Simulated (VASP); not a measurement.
# Na (Cmcm) in VASP: further runs

The runs below take Na through single point, with r2SCAN.

Everything below comes from runs of VASP 6.6.1. Logs are shortened: lines on timing, memory, paths and dates and some standing lists are left out, and cuts for length are marked.

### Step 1. The cell of the first run

Symmetry: Cmcm, No. 63, orthorhombic system. Conventional cell: a = 3.767 Å, b = 6.525 Å, c = 6.154 Å, α = 90.00°, β = 90.00°, γ = 90.00°. Within 4.9 Å of Na (site symmetry m2m) lie 12 Na at 3.71 to 3.90 Å.

### Step 2. Single point, r2SCAN (atom 1 (Na) moved by (-0.225, +0.000) A along y and z)

Input file POSCAR:

```
Na
1.0
    3.7670009976      0.0000000000      0.0000000000
   -1.8835004988      3.2623185600      0.0000000000
    0.0000000000      0.0000000000      6.1540000000
Na
2
Direct
    0.2988486569      0.5976973138      0.2500000000
    0.6666666667      0.3333333333      0.7500000000
```

Input file INCAR.step1:

```
PREC     = Accurate       # precision mode
ENCUT    = 520            # plane-wave cutoff, eV
ISMEAR   = 0              # smearing method
SIGMA    = 0.15           # smearing width, eV
LREAL    = F              # projectors in reciprocal space
LASPH    = T              # aspherical terms in the spheres
NELM     = 60             # most SCF steps
NBANDS   = 14             # bands
GGA      = PE             # functional
ALGO     = Normal         # electronic algorithm
EDIFF    = 1E-4           # SCF threshold, eV
LWAVE    = T              # write WAVECAR
LCHARG   = F              # write CHGCAR
```

Input file INCAR.step2:

```
PREC     = Accurate       # precision mode
ENCUT    = 520            # plane-wave cutoff, eV
EDIFF    = 1E-7           # SCF threshold, eV
ISMEAR   = 0              # smearing method
SIGMA    = 0.15           # smearing width, eV
LREAL    = F              # projectors in reciprocal space
LASPH    = T              # aspherical terms in the spheres
NELM     = 60             # most SCF steps
ALGO     = Normal         # electronic algorithm
ISIF     = 2              # what is computed and relaxed
LWAVE    = F              # write WAVECAR
LCHARG   = T              # write CHGCAR
METAGGA  = R2SCAN         # meta-GGA
LMIXTAU  = T            
LELF     = T              # ELF
LVHAR    = T            
NBANDS   = 14             # bands
ISTART   = 1
```

Input file KPOINTS:

```
Automatic mesh
0
Gamma
  12 12 8
```

Potentials or basis: VASP PAW PBE potentials, release 64 (Na_pv).

Command:

```bash
$ cat potpaw_PBE.64/Na_pv/POTCAR > POTCAR
$ cp INCAR.step1 INCAR
$ mpirun -np 1 vasp_std > vasp.out
$ cp INCAR.step2 INCAR
$ mpirun -np 1 vasp_std > vasp.out
```

OUTCAR:

```text
PREC = Accurate
   ENCUT = 520
   EDIFF = 1E-7
   ISMEAR = 0
   LREAL = F
   LASPH = T
   NELM = 60
   ISIF = 2
   METAGGA = R2SCAN
   ISTART = 1

 ion  position               nearest neighbor table
   1  0.299  0.598  0.250-
   2  0.667  0.333  0.750-

  LATTYP: Found a hexagonal cell.
 ALAT       =     3.7670009976
 C/A-ratio  =     1.6336603054

  Lattice vectors:

 A1 = (   3.7670009976,   0.0000000000,   0.0000000000)
 A2 = (  -1.8835004988,   3.2623185600,   0.0000000000)
 A3 = (   0.0000000000,   0.0000000000,   6.1540000000)

Analysis of symmetry for initial positions (statically):
=====================================================================
 Subroutine PRICEL returns:
 Original cell was already a primitive cell.

 Routine SETGRP: Setting up the symmetry group for a
 hexagonal supercell.

 Subroutine GETGRP returns: Found  8 space group operations
 (whereof  2 operations were pure point group operations)
 out of a pool of 24 trial point group operations.

The static configuration has the point symmetry C_1h.
 The point group associated with its full space group is D_2h.

Analysis of symmetry for dynamics (positions and initial velocities):
=====================================================================
 Subroutine PRICEL returns:
 Original cell was already a primitive cell.

 Routine SETGRP: Setting up the symmetry group for a
 hexagonal supercell.

 Subroutine GETGRP returns: Found  8 space group operations
 (whereof  2 operations were pure point group operations)
 out of a pool of 24 trial point group operations.

The dynamic configuration has the point symmetry C_1h.
 The point group associated with its full space group is D_2h.

 Subroutine INISYM returns: Found  8 space group operations
 (whereof  2 operations are pure point group operations),
 and found     1 'primitive' translations

----------------------------------------------------------------------------------------

                                     Primitive cell

  volume of cell :      75.6275

  direct lattice vectors                    reciprocal lattice vectors
     3.767000998  0.000000000  0.000000000     0.265463163  0.153265229  0.000000000
    -1.883500499  3.262318560  0.000000000     0.000000000  0.306530457  0.000000000
     0.000000000  0.000000000  6.154000000     0.000000000  0.000000000  0.162495938

  length of vectors
     3.767000998  3.767000998  6.154000000     0.306530457  0.306530457  0.162495938

  position of ions in fractional coordinates (direct lattice)
     0.298848657  0.597697314  0.250000000
     0.666666667  0.333333333  0.750000000

  ion indices of the primitive-cell ions
   primitive index   ion index
                 1           1
                 2           2

----------------------------------------------------------------------------------------

 KPOINTS: Automatic mesh

Automatic generation of k-mesh.
 Grid dimensions read from file:
 generate k-points for:   12   12    8

 Generating k-lattice:

  Cartesian coordinates                     Fractional coordinates (reciprocal lattice)
     0.022121930  0.012772102  0.000000000     0.083333333 -0.000000000  0.000000000
     0.000000000  0.025544205  0.000000000     0.000000000  0.083333333  0.000000000
     0.000000000  0.000000000  0.020311992     0.000000000  0.000000000  0.125000000

  Length of vectors
     0.025544205  0.025544205  0.020311992

  Shift w.r.t. Gamma in fractional coordinates (k-lattice)
     0.000000000  0.000000000  0.000000000

 Subroutine IBZKPT returns following result:
 ===========================================

 Found    215 irreducible k-points:

 Following reciprocal coordinates:
            Coordinates               Weight
  0.000000  0.000000  0.000000      1.000000
  0.083333  0.000000  0.000000      4.000000
  0.000000  0.083333  0.000000      2.000000
  0.166667  0.000000  0.000000      4.000000
  0.000000  0.166667  0.000000      2.000000
  0.250000  0.000000  0.000000      4.000000
[... 16 lines left out ...]
 -0.083333  0.416667  0.000000      4.000000
 -0.416667  0.333333  0.000000      4.000000
 [... further k-points ...]
   k-points           NKPTS =    215   k-points in BZ     NKDIM =    215   number of bands    NBANDS=     14
   number of dos      NEDOS =    301   number of ions     NIONS =      2
   total plane-waves  NPLWV =  37632
   dimension x,y,z NGX =    28 NGY =   28 NGZ =   48
   dimension x,y,z NGXF=    56 NGYF=   56 NGZF=   96
   ions per type =               2
   NGX,Y,Z   is equivalent  to a cutoff of  12.36, 12.36, 12.97 a.u.
   NGXF,Y,Z  is equivalent  to a cutoff of  24.71, 24.71, 25.93 a.u.
 SYSTEM =  unknown system
   PREC   = accura    normal or accurate (medium, high low for compatibility)
   ISTART =      1    job   : 0-new  1-cont  2-samecut
   ICHARG =      0    charge: 1-file 2-atom 10-const
   ISPIN  =      1    spin polarized calculation?
   LNONCOLLINEAR =      F non collinear calculations
   LSORBIT =      F    spin-orbit coupling
   LASPH  =      T    aspherical Exc in radial PAW
   ENCUT  =  520.0 eV  38.22 Ry    6.18 a.u.   7.00  7.00 11.44*2*pi/ulx,y,z
   NELM   =     60;   NELMIN=  2; NELMDL=  0     # of ELM steps
   EDIFF  = 0.1E-06   stopping-criterion for ELM
   LREAL  =      F    real-space projection
   EDIFFG = 0.1E-05   stopping-criterion for IOM
   NSW    =      0    number of steps for IOM
   IBRION =     -1    ionic relax: 0-MD 1-quasi-New 2-CG
   NFREE  =      0    steps in history (QN), initial steepest desc. (CG)
   ISIF   =      2    stress and relaxation
   ISYM   =      2    0-nonsym 1-usesym 2-fastsym
   POTIM  = 0.5000    time-step for ionic-motion
   TEBEG  =    0.0;   TEEND  =   0.0 temperature during run
   PSTRESS=    0.0 pullay stress
   NELECT =      14.0000    total number of electrons
   NUPDOWN=      -1.0000    fix difference up-down
   EMIN   =  10.00;   EMAX   =-10.00  energy-range for DOS
   EFERMI =   0.00;   METHOD = LEGACY
   ISMEAR =     0;   SIGMA  =   0.15  broadening in eV -4-tet -1-fermi 0-gaus
   EFERMI_NEDOS =   21; number of points for ismear=-14 and -15
   IALGO  =     38    algorithm
   IMIX   =      4    mixing-type and parameters
     AMIX     =   0.40;   BMIX     =  1.00
     AMIX_MAG =   1.60;   BMIX_MAG =  1.00
  volume/ion in A,a.u.               =      37.81       255.18
  Fermi-wavevector in a.u.,A,eV,Ry     =   0.933020  1.763152 11.844231  0.870526
  Thomas-Fermi vector in A             =   2.059678
   LORBIT       =      0    0 simple, 1 ext, 2 COOP (PROOUT), +10 PAW based schemes
   METAGGA = R2SCAN    functional components
   LHFCALC =     F    Hartree Fock is set to
   AEXX    =    0.0000 exact exchange contribution
   IVDW    =     0    specifies the selected vdW correction
   LEPSILON=     F    determine dielectric tensor
   LRPA    =     F    only Hartree local field effects (RPA)
 non-spin polarized calculation
 Gauss-broadening in eV      SIGMA  =   0.15
  energy-cutoff  :      520.00
  volume of cell :       75.63
 maximum number of plane-waves:      2059
   NGX = 13   NGY = 13   NGZ = 23

 number of electron      14.0000011 magnetization

 Free energy of the ion-electron system (eV)
  ---------------------------------------------------
  ext. energy  EPLUGINS =         0.00000000
  ---------------------------------------------------
  free energy    TOTEN  =        -7.11196051 eV

  energy without entropy =       -7.10350366  energy(sigma->0) =       -7.10773208

 E-fermi :   0.2821     XC(G=0):  -6.8630

 val. band max:        0.2736131350   @ k =   0.2500   0.2500   0.3750
 cond. band min:       0.3472488643   @ k =  -0.0833   0.5000   0.2500
 fundamental gap:      0.0736357292
 Fermi energy:         0.2821432000

 k-point     1 :       0.0000    0.0000    0.0000
  band No.  band energies     occupation
      1     -25.7686      2.00000
      2     -25.7417      2.00000
      3     -25.7364      2.00000
      4     -25.7353      2.00000
      5     -25.7346      2.00000
      6     -25.7339      2.00000
      7      -3.1565      2.00000
      8       0.7864      0.00000
      9       1.4405      0.00000
     10      10.7626      0.00000
     11      10.9256      0.00000
     12      11.0608      0.00000
     13      11.4659      0.00000
     14      11.4715      0.00000

 k-point     2 :       0.0833    0.0000    0.0000
  band No.  band energies     occupation
      1     -25.7678      2.00000
      2     -25.7430      2.00000
      3     -25.7376      2.00000
      4     -25.7365      2.00000
      5     -25.7349      2.00000
      6     -25.7344      2.00000
      7      -3.0481      2.00000
      8       0.8842      0.00000
      9       1.5429      0.00000
     10       9.1231      0.00000
     11      10.1134      0.00000
     12      10.5399      0.00000
     13      12.0582      0.00000
     14      12.2364      0.00000

 k-point     3 :       0.0000    0.0833    0.0000
  band No.  band energies     occupation
      1     -25.7680      2.00000
      2     -25.7422      2.00000
      3     -25.7381      2.00000
      4     -25.7357      2.00000
      5     -25.7355      2.00000
      6     -25.7348      2.00000
      7      -3.0481      2.00000
      8       0.8843      0.00000
      9       1.5437      0.00000
     10       9.0841      0.00000
     11      10.1082      0.00000
     12      10.5426      0.00000
     13      12.1386      0.00000
     14      12.2224      0.00000

 k-point     4 :       0.1667    0.0000    0.0000
  band No.  band energies     occupation
      1     -25.7655      2.00000
      2     -25.7470      2.00000
      3     -25.7417      2.00000
      4     -25.7390      2.00000
      5     -25.7359      2.00000
      6     -25.7352      2.00000
      7      -2.7243      2.00000
      8       1.1778      0.00000
      9       1.8439      0.00000
     10       7.1583      0.00000
     11       9.3241      0.00000
     12       9.5120      0.00000
     13      10.6496      0.00000
     14      11.8151      0.00000

 k-point     5 :       0.0000    0.1667    0.0000
  band No.  band energies     occupation
      1     -25.7662      2.00000
      2     -25.7435      2.00000
      3     -25.7430      2.00000
      4     -25.7399      2.00000
      5     -25.7365      2.00000
      6     -25.7353      2.00000
      7      -2.7242      2.00000
      8       1.1783      0.00000
      9       1.8484      0.00000
     10       7.1138      0.00000
     11       9.3502      0.00000
[... 276 lines left out ...]
 k-point    22 :       0.3333    0.0833    0.0000
  band No.  band energies     occupation
      1     -25.7611      2.00000
      2     -25.7564      2.00000
      3     -25.7560      2.00000
      4     -25.7454      2.00000
      5     -25.7410      2.00000
      6     -25.7391      2.00000
      7      -0.9258      2.00000
      8       2.5208      0.00000
      9       2.8493      0.00000
     10       3.9342      0.00000
     11       6.1403      0.00000
     12       6.4147      0.00000
     13       7.9638      0.00000
     14       9.9768      0.00000

 k-point    23 :      -0.0833    0.4167    0.0000
  band No.  band energies     occupation
      1     -25.7591      2.00000
      2     -25.7590      2.00000
      3     -25.7542      2.00000
      4     -25.7481      2.00000
      5     -25.7406      2.00000
      6     -25.7380      2.00000
      7      -0.9257      2.00000
      8       2.6006      0.00000
      9       2.8512      0.00000
     10       3.7904      0.00000
     11       6.1447      0.00000
     12       6.4260      0.00000
     13       7.9829      0.00000
     14       9.9541      0.00000

 k-point    24 :      -0.4167    0.3333    0.0000
  band No.  band energies     occupation
      1     -25.7614      2.00000
      2     -25.7575      2.00000
      3     -25.7550      2.00000
      4     -25.7444      2.00000
      5     -25.7421      2.00000
      6     -25.7387      2.00000
      7      -0.9261      2.00000
      8       2.5220      0.00000
      9       2.8482      0.00000
     10       3.8979      0.00000
     11       6.3212      0.00000
     12       6.4157      0.00000
     13       7.7797      0.00000
     14       9.9745      0.00000

 [... further k-points ...]

------------------------ aborting loop because EDIFF is reached ----------------------------------------

  FORCE on cell =-STRESS in cart. coord.  units (eV):
  Direction    XX          YY          ZZ          XY          YZ          ZX
  --------------------------------------------------------------------------------------
  -------------------------------------------------------------------------------------
  Total        0.1100623     -0.0667687     -0.0077400     -0.0000000      0.0000000      0.0000000
  in kB        2.3316830     -1.4145032     -0.1639718     -0.0000000      0.0000000      0.0000000
  external PRESSURE =       0.2510693 kB  Pullay stress =       0.0000000 kB

 VOLUME and BASIS-vectors are now :
 -----------------------------------------------------------------------------
  energy-cutoff  :      520.00
  volume of cell :       75.63
      direct lattice vectors                 reciprocal lattice vectors
     3.767000998  0.000000000  0.000000000     0.265463163  0.153265229  0.000000000
    -1.883500499  3.262318560  0.000000000     0.000000000  0.306530457  0.000000000
     0.000000000  0.000000000  6.154000000     0.000000000  0.000000000  0.162495938

 POSITION                                       TOTAL-FORCE (eV/Angst)
 -----------------------------------------------------------------------------------
      0.00000      1.94988      1.53850         0.000000      0.027990      0.000000
      1.88350      1.08744      4.61550         0.000000     -0.027990     -0.000000
 -----------------------------------------------------------------------------------
    total drift:                                0.000006     -0.000219      0.000000

  FREE ENERGIE OF THE ION-ELECTRON SYSTEM (eV)
  ---------------------------------------------------
  free  energy   TOTEN  =        -7.1119605079 eV

  energy  without entropy=       -7.1035036589  energy(sigma->0) =       -7.10773208
```

Wall time 5.5 min (1 thread of Intel Xeon 6975P-C (Granite Rapids), shared host); peak memory 0.3 GiB.

Results:

| Property | Result |
| --- | --- |
| Free energy | -7.1120 eV |
| Pressure | 0.0 GPa |
| Largest force | 0.028 eV/Å |
| Band gap on the k mesh | zero (bands 7 and 8 overlap by 4.51 eV) |

Forces in eV/Å, atoms in the order of the input:
```
Na   0.000  0.028  0.000
Na   0.000 -0.028  0.000
```

Caveat: the cell differs from its parent crystal (atom 1 (Na) moved by (-0.225, +0.000) A along y and z); the PAW data sets were made with another functional, which shifts forces and pressure a little.

### Step 3. Single point, r2SCAN (atom 1 (Na) moved by (+0.225, +0.000) A along y and z)

POSCAR, as its differences from that of step 2:

```diff
@@ -8,3 +8,3 @@
 Direct
-    0.2988486569      0.5976973138      0.2500000000
+    0.3678180098      0.7356360196      0.2500000000
     0.6666666667      0.3333333333      0.7500000000
```

Input file INCAR.step1:

```
SYSTEM = Na
PREC     = Accurate       ! precision mode
ENCUT    = 520            ! plane-wave cutoff, eV
ISMEAR   = 0              ! smearing method
SIGMA    = 0.15           ! smearing width, eV
LREAL    = .False.        ! projectors in reciprocal space
LASPH    = .True.         ! aspherical terms in the spheres
NELM     = 100            ! most SCF steps
NBANDS   = 14             ! bands
GGA      = PE             ! functional
ALGO     = Normal         ! electronic algorithm
EDIFF    = 1E-4           ! SCF threshold, eV
LWAVE    = .True.         ! write WAVECAR
LCHARG   = .False.        ! write CHGCAR
```

Input file INCAR.step2:

```
SYSTEM = Na
PREC     = Accurate       ! precision mode
ENCUT    = 520            ! plane-wave cutoff, eV
EDIFF    = 1E-6           ! SCF threshold, eV
ISMEAR   = 0              ! smearing method
SIGMA    = 0.15           ! smearing width, eV
LREAL    = .False.        ! projectors in reciprocal space
LASPH    = .True.         ! aspherical terms in the spheres
NELM     = 100            ! most SCF steps
ALGO     = Normal         ! electronic algorithm
ISIF     = 2              ! what is computed and relaxed
LWAVE    = .False.        ! write WAVECAR
LCHARG   = .False.        ! write CHGCAR
METAGGA  = R2SCAN         ! meta-GGA
LMIXTAU  = .True.       
NBANDS   = 14             ! bands
ISTART   = 1
```

Input file KPOINTS:

```
Automatic mesh
0
Gamma
  12 12 8
  0 0 0
```

Potentials or basis: VASP PAW PBE potentials, release 64 (Na_pv).

Command:

```bash
$ cat potpaw_PBE.64/Na_pv/POTCAR > POTCAR
$ cp INCAR.step1 INCAR
$ mpirun -np 1 vasp_std > vasp.out
$ cp INCAR.step2 INCAR
$ mpirun -np 1 vasp_std > vasp.out
```

It took 5 min on 1 thread of Intel Xeon 6975P-C (Granite Rapids), shared host; peak memory 0.3 GiB.

Results (log left out):

- Free energy: -7.1111 eV
- Pressure: 0.0 GPa
- Largest force: 0.040 eV/Å
- Band gap on the k mesh: zero (bands 7 and 8 overlap by 4.51 eV)

Forces on the atoms (eV/Å):
```
Na   0.000 -0.040  0.000
Na   0.000  0.040  0.000
```

Stress tensor (GPa, compression positive):
```
-0.11  0.00  0.00
 0.00  0.20  0.00
 0.00  0.00 -0.01
```

Levels at points of the mesh, in eV from the Fermi level:
| k point | band 4 | band 5 | band 6 | band 7 | band 8 | band 9 | band 10 | band 11 |
| --- | --- | --- | --- | --- | --- | --- | --- | --- |
| (0.00, 0.00, 0.00) | -26.02 | -26.02 | -26.02 | -3.44 | 0.50 | 1.16 | 10.50 | 10.62 |
| (0.50, 0.00, 0.00) | -26.03 | -26.02 | -26.02 | 0.19 | 0.49 | 4.00 | 4.11 | 4.65 |
| (0.00, 0.50, 0.00) | -26.03 | -26.03 | -26.02 | 0.25 | 0.40 | 4.01 | 4.08 | 4.86 |
| (0.00, 0.00, 0.50) | -26.02 | -26.02 | -26.02 | -2.35 | -2.35 | 5.88 | 5.88 | 11.08 |
| (0.50, 0.00, 0.50) | -26.03 | -26.03 | -26.03 | 1.06 | 1.06 | 1.73 | 1.73 | 8.05 |
| (0.00, 0.50, 0.50) | -26.03 | -26.02 | -26.02 | 1.04 | 1.05 | 1.76 | 1.76 | 8.03 |

Caveat: the cell differs from its parent crystal (atom 1 (Na) moved by (+0.225, +0.000) A along y and z); the PAW data sets were made with another functional, which shifts forces and pressure a little.

The gap in the log of VASP goes by the Fermi energy; the results here count the filled bands.